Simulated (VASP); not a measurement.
Input of a VASP 6.6.1 run:

The input INCAR:

```
SYSTEM = AlNi
ALGO = Normal ; EDIFF = 1E-7
ENCUT = 520 ; GGA = PS
ISIF = 2 ; ISMEAR = -1
ISPIN = 2 ; LASPH = .TRUE.
LCHARG = .FALSE. ; LMAXMIX = 4
LORBIT = 11 ; LREAL = .FALSE.
LWAVE = .FALSE. ; MAGMOM = 1 0
NBANDS = 18 ; NELM = 150
PREC = Accurate ; SIGMA = 0.05
```

File KPOINTS:

```
k-points
0
G
  9 9 9
  0 0 0
```

The input POSCAR:

```
AlNi
1.0
    2.7729433175      0.0000000000      0.0000000000
    0.0000000000      2.7729433175      0.0000000000
    0.0000000000      0.0000000000      2.7729433175
Ni Al
1 1
Direct
    0.5000000000      0.5000000000      0.5000000000
    0.0000000000      0.0000000000      0.0000000000
```

Potentials or basis: VASP PAW PBE potentials, release 64 (Ni, Al).

The run is started by

```console
$ cat potpaw_PBE.64/Ni/POTCAR potpaw_PBE.64/Al/POTCAR > POTCAR
$ mpirun -np 1 vasp_std > vasp.out
```

Problem. Estimate the pressure.

Solution. 20.2 GPa.

Problem. Predict the net moment.

Solution. 0.00 μB per cell.

Caveat: the PAW data sets were made with another functional, which shifts forces and pressure a little.
